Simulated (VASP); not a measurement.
# Au (Fm-3m) in VASP: notebook

Runs on Au. Level: PBEsol. Tasks: single point.

Program: VASP 6.6.1. These are calculated values, not measurements. Logs are shortened: lines on timing, memory, paths and dates and some standing lists are left out, and cuts for length are marked.

## (1) The cell of the first run

It takes space group Fm-3m (No. 225, cubic). The conventional cell has a = 4.083 Å, b = 4.083 Å, c = 4.083 Å, α = 90.00°, β = 90.00°, γ = 90.00°. Au (site symmetry m-3m) has 12 Au at 2.89 Å within 3.8 Å.

## (2) Single point, PBEsol

The input, INCAR:

```
SYSTEM = Au
PREC     = Accurate       ! precision mode
ENCUT    = 520            ! plane-wave cutoff, eV
EDIFF    = 1E-6           ! SCF threshold, eV
ISMEAR   = -1             ! smearing method
SIGMA    = 0.05           ! smearing width, eV
LREAL    = .FALSE.        ! projectors in reciprocal space
LASPH    = .TRUE.         ! aspherical terms in the spheres
NELM     = 100            ! most SCF steps
ALGO     = Normal         ! electronic algorithm
ISIF     = 2              ! what is computed and relaxed
LWAVE    = .FALSE.        ! write WAVECAR
LCHARG   = .FALSE.        ! write CHGCAR
GGA      = PS             ! functional
NBANDS   = 12             ! bands
```

The input, KPOINTS:

```
Automatic mesh
0
G
  16 16 16
  0 0 0
```

The input, POSCAR:

```
Au
1.0
    0.0000000000      2.0416341873      2.0416341873
    2.0416341873      0.0000000000      2.0416341873
    2.0416341873      2.0416341873      0.0000000000
Au
1
Direct
    0.0000000000      0.0000000000      0.0000000000
```

Potentials or basis: VASP PAW PBE potentials, release 64 (Au).

On the command line:

```console
$ cat potpaw_PBE.64/Au/POTCAR > POTCAR
$ mpirun -np 1 vasp_std > vasp.out
```

OUTCAR:

```text
SYSTEM = Au
   PREC = Accurate
   ENCUT = 520
   EDIFF = 1E-6
   ISMEAR = -1
   LREAL = .FALSE.
   LASPH = .TRUE.
   NELM = 100
   ISIF = 2
   GGA = PS

 ion  position               nearest neighbor table
   1  0.000  0.000  0.000-

  LATTYP: Found a face centered cubic cell.
 ALAT       =     4.0832683746

  Lattice vectors:

 A1 = (   0.0000000000,   2.0416341873,   2.0416341873)
 A2 = (   2.0416341873,   0.0000000000,   2.0416341873)
 A3 = (   2.0416341873,   2.0416341873,   0.0000000000)

Analysis of symmetry for initial positions (statically):
=====================================================================
 Subroutine PRICEL returns:
 Original cell was already a primitive cell.

 Routine SETGRP: Setting up the symmetry group for a
 face centered cubic supercell.

 Subroutine GETGRP returns: Found 48 space group operations
 (whereof 48 operations were pure point group operations)
 out of a pool of 48 trial point group operations.

The static configuration has the point symmetry O_h .

Analysis of symmetry for dynamics (positions and initial velocities):
=====================================================================
 Subroutine PRICEL returns:
 Original cell was already a primitive cell.

 Routine SETGRP: Setting up the symmetry group for a
 face centered cubic supercell.

 Subroutine GETGRP returns: Found 48 space group operations
 (whereof 48 operations were pure point group operations)
 out of a pool of 48 trial point group operations.

The dynamic configuration has the point symmetry O_h .

 Subroutine INISYM returns: Found 48 space group operations
 (whereof 48 operations are pure point group operations),
 and found     1 'primitive' translations

----------------------------------------------------------------------------------------

                                     Primitive cell

  volume of cell :      17.0202

  direct lattice vectors                    reciprocal lattice vectors
     0.000000000  2.041634187  2.041634187    -0.244901855  0.244901855  0.244901855
     2.041634187  0.000000000  2.041634187     0.244901855 -0.244901855  0.244901855
     2.041634187  2.041634187  0.000000000     0.244901855  0.244901855 -0.244901855

  length of vectors
     2.887306757  2.887306757  2.887306757     0.424182456  0.424182456  0.424182456

  position of ions in fractional coordinates (direct lattice)
     0.000000000  0.000000000  0.000000000

  ion indices of the primitive-cell ions
   primitive index   ion index
                 1           1

----------------------------------------------------------------------------------------

 KPOINTS: Automatic mesh

Automatic generation of k-mesh.
 Grid dimensions read from file:
 generate k-points for:   16   16   16

 Generating k-lattice:

  Cartesian coordinates                     Fractional coordinates (reciprocal lattice)
    -0.015306366  0.015306366  0.015306366     0.062500000  0.000000000  0.000000000
     0.015306366 -0.015306366  0.015306366     0.000000000  0.062500000  0.000000000
     0.015306366  0.015306366 -0.015306366     0.000000000  0.000000000  0.062500000

  Length of vectors
     0.026511403  0.026511403  0.026511403

  Shift w.r.t. Gamma in fractional coordinates (k-lattice)
     0.000000000  0.000000000  0.000000000

 Subroutine IBZKPT returns following result:
 ===========================================

 Found    145 irreducible k-points:

 Following reciprocal coordinates:
            Coordinates               Weight
  0.000000  0.000000  0.000000      1.000000
  0.062500  0.000000  0.000000      8.000000
  0.125000  0.000000  0.000000      8.000000
  0.187500  0.000000  0.000000      8.000000
  0.250000  0.000000  0.000000      8.000000
  0.312500  0.000000  0.000000      8.000000
[... 16 lines left out ...]
 -0.125000  0.062500  0.000000     24.000000
 -0.062500  0.062500  0.000000     12.000000
 [... further k-points ...]
   k-points           NKPTS =    145   k-points in BZ     NKDIM =    145   number of bands    NBANDS=     12
   number of dos      NEDOS =    301   number of ions     NIONS =      1
   total plane-waves  NPLWV =  13824
   dimension x,y,z NGX =    24 NGY =   24 NGZ =   24
   dimension x,y,z NGXF=    48 NGYF=   48 NGZF=   48
   ions per type =               1
   NGX,Y,Z   is equivalent  to a cutoff of  13.82, 13.82, 13.82 a.u.
   NGXF,Y,Z  is equivalent  to a cutoff of  27.64, 27.64, 27.64 a.u.
 SYSTEM =  Au
   PREC   = accura    normal or accurate (medium, high low for compatibility)
   ISTART =      0    job   : 0-new  1-cont  2-samecut
   ICHARG =      2    charge: 1-file 2-atom 10-const
   ISPIN  =      1    spin polarized calculation?
   LNONCOLLINEAR =      F non collinear calculations
   LSORBIT =      F    spin-orbit coupling
   LASPH  =      T    aspherical Exc in radial PAW
   ENCUT  =  520.0 eV  38.22 Ry    6.18 a.u.   5.37  5.37  5.37*2*pi/ulx,y,z
   NELM   =    100;   NELMIN=  2; NELMDL= -5     # of ELM steps
   EDIFF  = 0.1E-05   stopping-criterion for ELM
   LREAL  =      F    real-space projection
   EDIFFG = 0.1E-04   stopping-criterion for IOM
   NSW    =      0    number of steps for IOM
   IBRION =     -1    ionic relax: 0-MD 1-quasi-New 2-CG
   NFREE  =      0    steps in history (QN), initial steepest desc. (CG)
   ISIF   =      2    stress and relaxation
   ISYM   =      2    0-nonsym 1-usesym 2-fastsym
   POTIM  = 0.5000    time-step for ionic-motion
   TEBEG  =    0.0;   TEEND  =   0.0 temperature during run
   PSTRESS=    0.0 pullay stress
   NELECT =      11.0000    total number of electrons
   NUPDOWN=      -1.0000    fix difference up-down
   EMIN   =  10.00;   EMAX   =-10.00  energy-range for DOS
   EFERMI =   0.00;   METHOD = LEGACY
   ISMEAR =    -1;   SIGMA  =   0.05  broadening in eV -4-tet -1-fermi 0-gaus
   EFERMI_NEDOS =   21; number of points for ismear=-14 and -15
   IALGO  =     38    algorithm
   IMIX   =      4    mixing-type and parameters
     AMIX     =   0.40;   BMIX     =  1.00
     AMIX_MAG =   1.60;   BMIX_MAG =  1.00
  volume/ion in A,a.u.               =      17.02       114.86
  Fermi-wavevector in a.u.,A,eV,Ry     =   1.415417  2.674751 27.257991  2.003406
  Thomas-Fermi vector in A             =   2.536858
   LORBIT       =      0    0 simple, 1 ext, 2 COOP (PROOUT), +10 PAW based schemes
   GGA     = PS    functional components
   LHFCALC =     F    Hartree Fock is set to
   AEXX    =    0.0000 exact exchange contribution
   IVDW    =     0    specifies the selected vdW correction
   LEPSILON=     F    determine dielectric tensor
   LRPA    =     F    only Hartree local field effects (RPA)
 non-spin polarized calculation
  energy-cutoff  :      520.00
  volume of cell :       17.02
 maximum number of plane-waves:       474
 NGX is ok and might be reduce to    24
   NGX = 11   NGY = 11   NGZ = 11

 number of electron      11.0000000 magnetization

 Free energy of the ion-electron system (eV)
  ---------------------------------------------------
  ext. energy  EPLUGINS =         0.00000000
  ---------------------------------------------------
  free energy    TOTEN  =        -3.92494528 eV

  energy without entropy =       -3.92255236  energy(sigma->0) =       -3.92374882

 E-fermi :   9.2617     XC(G=0): -12.8923

 val. band max:        9.1616539444   @ k =   0.5000   0.2500   0.1250
 cond. band min:       9.2779184961   @ k =   0.5000   0.3125   0.1250
 fundamental gap:      0.1162645518
 Fermi energy:         9.2616850449

 k-point     1 :       0.0000    0.0000    0.0000
  band No.  band energies     occupation
      1      -0.6350      2.00000
      2       4.6134      2.00000
      3       4.6134      2.00000
      4       4.6134      2.00000
      5       6.1470      2.00000
      6       6.1470      2.00000
      7      23.7973      0.00000
      8      27.7994      0.00000
      9      27.7994      0.00000
     10      27.7994      0.00000
     11      32.6699      0.00000
     12      37.3470      0.00000

 k-point     2 :       0.0625    0.0000    0.0000
  band No.  band energies     occupation
      1      -0.4984      2.00000
      2       4.5679      2.00000
      3       4.6607      2.00000
      4       4.6607      2.00000
      5       6.1253      2.00000
      6       6.1253      2.00000
      7      23.9593      0.00000
      8      26.9185      0.00000
      9      27.9626      0.00000
     10      27.9626      0.00000
     11      33.3923      0.00000
     12      35.8197      0.00000

 k-point     3 :       0.1250    0.0000    0.0000
  band No.  band energies     occupation
      1      -0.1027      2.00000
      2       4.4585      2.00000
      3       4.7787      2.00000
      4       4.7787      2.00000
      5       6.0875      2.00000
      6       6.0875      2.00000
      7      24.2531      0.00000
      8      25.2363      0.00000
      9      28.4152      0.00000
     10      28.4152      0.00000
     11      32.7007      0.00000
     12      34.9951      0.00000
[... 286 lines left out ...]
 k-point    23 :      -0.1250    0.0625    0.0000
  band No.  band energies     occupation
      1       0.1951      2.00000
      2       4.3500      2.00000
      3       4.8648      2.00000
      4       4.8853      2.00000
      5       5.9160      2.00000
      6       6.2384      2.00000
      7      24.1477      0.00000
      8      24.8303      0.00000
      9      27.5898      0.00000
     10      29.4043      0.00000
     11      31.4190      0.00000
     12      34.5709      0.00000

 k-point    24 :      -0.0625    0.0625    0.0000
  band No.  band energies     occupation
      1      -0.2747      2.00000
      2       4.4805      2.00000
      3       4.7262      2.00000
      4       4.7609      2.00000
      5       6.0207      2.00000
      6       6.1723      2.00000
      7      24.2000      0.00000
      8      26.0764      0.00000
      9      27.5795      0.00000
     10      28.5418      0.00000
     11      33.2942      0.00000
     12      35.3660      0.00000

 [... further k-points ...]
[... 5 lines left out ...]
  --------------------------------------------------------------------------------------
  -------------------------------------------------------------------------------------
  Total       -0.0321121     -0.0321121     -0.0321121      0.0000000      0.0000000      0.0000000
  in kB       -3.0228455     -3.0228455     -3.0228455      0.0000000      0.0000000      0.0000000
  external PRESSURE =      -3.0228455 kB  Pullay stress =       0.0000000 kB

 VOLUME and BASIS-vectors are now :
 -----------------------------------------------------------------------------
  energy-cutoff  :      520.00
  volume of cell :       17.02
      direct lattice vectors                 reciprocal lattice vectors
     0.000000000  2.041634187  2.041634187    -0.244901855  0.244901855  0.244901855
     2.041634187  0.000000000  2.041634187     0.244901855 -0.244901855  0.244901855
     2.041634187  2.041634187  0.000000000     0.244901855  0.244901855 -0.244901855

 POSITION                                       TOTAL-FORCE (eV/Angst)
 -----------------------------------------------------------------------------------
      0.00000      0.00000      0.00000         0.000000      0.000000      0.000000
 -----------------------------------------------------------------------------------
    total drift:                               -0.000000      0.000000     -0.000000

  FREE ENERGIE OF THE ION-ELECTRON SYSTEM (eV)
  ---------------------------------------------------
  free  energy   TOTEN  =        -3.9249452756 eV

  energy  without entropy=       -3.9225523613  energy(sigma->0) =       -3.92374882
```

Wall time 23 s (1 thread of AMD EPYC 7R13 (Zen 3), shared host); peak memory 0.13 GiB.

Results:

```
Free energy : -3.9249 eV
Pressure    : -0.3 GPa
```

Levels at points of the mesh, in eV from the Fermi level:
| k point | band 2 | band 3 | band 4 | band 5 | band 6 | band 7 | band 8 | band 9 | band 10 | band 11 |
| --- | --- | --- | --- | --- | --- | --- | --- | --- | --- | --- |
| (0.00, 0.00, 0.00) | -4.65 | -4.65 | -4.65 | -3.11 | -3.11 | 14.54 | 18.54 | 18.54 | 18.54 | 23.41 |
| (0.50, 0.00, 0.00) | -4.68 | -4.68 | -1.91 | -1.91 | -0.99 | 3.10 | 13.98 | 17.14 | 17.14 | 24.94 |
| (0.50, 0.50, 0.00) | -6.72 | -1.95 | -1.59 | -1.59 | 0.99 | 5.79 | 9.99 | 9.99 | 17.22 | 19.84 |

Caveat: the PAW data sets were made with another functional, which shifts forces and pressure a little; spin-orbit coupling is left out, which moves the levels of the heavy elements.

## (3) Single point, PBEsol

The input, INCAR:

```
  PREC = Accurate
  ENCUT = 520
  EDIFF = 1E-6
  ISMEAR = -1
  SIGMA = 0.05
  LREAL = F
  LASPH = T
  NELM = 80
  ALGO = Normal
  ISIF = 2
  LWAVE = F
  LCHARG = F
  GGA = PS
  NBANDS = 12
```

The input, KPOINTS:

```
Automatic mesh
0
Gamma
  16 16 16
```

POSCAR is that of step 2.

Potentials or basis: VASP PAW PBE potentials, release 64 (Au).

On the command line:

```console
$ cat potpaw_PBE.64/Au/POTCAR > POTCAR
$ mpirun -np 1 vasp_std > vasp.out
```

OUTCAR:

```text
PREC = Accurate
   ENCUT = 520
   EDIFF = 1E-6
   ISMEAR = -1
   LREAL = F
   LASPH = T
   NELM = 80
   ISIF = 2
   GGA = PS

 ion  position               nearest neighbor table
   1  0.000  0.000  0.000-

  LATTYP: Found a face centered cubic cell.
 ALAT       =     4.0832683746

  Lattice vectors:

 A1 = (   0.0000000000,   2.0416341873,   2.0416341873)
 A2 = (   2.0416341873,   0.0000000000,   2.0416341873)
 A3 = (   2.0416341873,   2.0416341873,   0.0000000000)

Analysis of symmetry for initial positions (statically):
[... 528 lines left out ...]
      4       4.7609      2.00000
      5       6.0207      2.00000
      6       6.1723      2.00000
      7      24.2000      0.00000
      8      26.0764      0.00000
      9      27.5795      0.00000
     10      28.5418      0.00000
     11      33.2942      0.00000
     12      35.3660      0.00000

 [... further k-points ...]
[... 5 lines left out ...]
  --------------------------------------------------------------------------------------
  -------------------------------------------------------------------------------------
  Total       -0.0321121     -0.0321121     -0.0321121      0.0000000      0.0000000      0.0000000
  in kB       -3.0228455     -3.0228455     -3.0228455      0.0000000      0.0000000      0.0000000
  external PRESSURE =      -3.0228455 kB  Pullay stress =       0.0000000 kB

 VOLUME and BASIS-vectors are now :
 -----------------------------------------------------------------------------
  energy-cutoff  :      520.00
  volume of cell :       17.02
      direct lattice vectors                 reciprocal lattice vectors
     0.000000000  2.041634187  2.041634187    -0.244901855  0.244901855  0.244901855
     2.041634187  0.000000000  2.041634187     0.244901855 -0.244901855  0.244901855
     2.041634187  2.041634187  0.000000000     0.244901855  0.244901855 -0.244901855

 POSITION                                       TOTAL-FORCE (eV/Angst)
 -----------------------------------------------------------------------------------
      0.00000      0.00000      0.00000         0.000000      0.000000      0.000000
 -----------------------------------------------------------------------------------
    total drift:                               -0.000000      0.000000     -0.000000

  FREE ENERGIE OF THE ION-ELECTRON SYSTEM (eV)
  ---------------------------------------------------
  free  energy   TOTEN  =        -3.9249452756 eV

  energy  without entropy=       -3.9225523613  energy(sigma->0) =       -3.92374882
```

OSZICAR:

```text
N       E                     dE             d eps       ncg     rms          rms(c)
DAV:   1     0.491206559483E+02    0.49121E+02   -0.56066E+03  3640   0.820E+02
DAV:   2    -0.356687848297E+01   -0.52688E+02   -0.49552E+02  4096   0.186E+02
DAV:   3    -0.426077083762E+01   -0.69389E+00   -0.69296E+00  4172   0.209E+01
DAV:   4    -0.426296413460E+01   -0.21933E-02   -0.21932E-02  4216   0.135E+00
DAV:   5    -0.426297965847E+01   -0.15524E-04   -0.15524E-04  4248   0.109E-01    0.964E+00
DAV:   6    -0.395103327577E+01    0.31195E+00   -0.84236E-01  3740   0.736E+00    0.595E+00
DAV:   7    -0.392793276309E+01    0.23101E-01   -0.75442E-02  4124   0.219E+00    0.285E+00
DAV:   8    -0.392495890709E+01    0.29739E-02   -0.17908E-03  3912   0.395E-01    0.309E-01
DAV:   9    -0.392494235792E+01    0.16549E-04   -0.98921E-06  4212   0.288E-02    0.104E-02
DAV:  10    -0.392494525006E+01   -0.28921E-05   -0.11808E-06  4140   0.860E-03    0.853E-04
DAV:  11    -0.392494527565E+01   -0.25585E-07   -0.59856E-08  2232   0.203E-03
   1 F= -.39249453E+01 E0= -.39237488E+01  d E =-.239291E-02
```

stdout:

```text
POSCAR found type information on POSCAR Au
 POSCAR found :  1 types and       1 ions
 scaLAPACK will be used
 -----------------------------------------------------------------------------
|                                                                             |
|                                                                             |
|     You enforced a specific xc type in the INCAR file but a different       |
|     I HOPE YOU KNOW WHAT YOU ARE DOING!                                     |
|                                                                             |
 -----------------------------------------------------------------------------

 LDA part: xc-table for (Slater+PW92), standard interpolation
 POSCAR, INCAR and KPOINTS ok, starting setup
 FFT: planning ... GRIDC
 FFT: planning ... GRID_SOFT
 FFT: planning ... GRID
 WAVECAR not read
 entering main loop
```

Run time: 22 s. Hardware: 1 thread of AMD EPYC 7R13 (Zen 3), shared host; peak memory 0.13 GiB.

What came out:

| Quantity | Value |
| --- | --- |
| Free energy | -3.9249 eV |
| Pressure | -0.3 GPa |

Levels at points of the mesh, in eV from the Fermi level:
```csv
k point,band 3,band 4,band 5,band 6,band 7,band 8,band 9,band 10
"(0.00, 0.00, 0.00)",-4.65,-4.65,-3.11,-3.11,14.54,18.54,18.54,18.54
"(0.50, 0.00, 0.00)",-4.68,-1.91,-1.91,-0.99,3.10,13.98,17.14,17.14
"(0.50, 0.50, 0.00)",-1.95,-1.59,-1.59,0.99,5.79,9.99,9.99,17.22
```

Caveat: the PAW data sets were made with another functional, which shifts forces and pressure a little; spin-orbit coupling is left out, which moves the levels of the heavy elements.
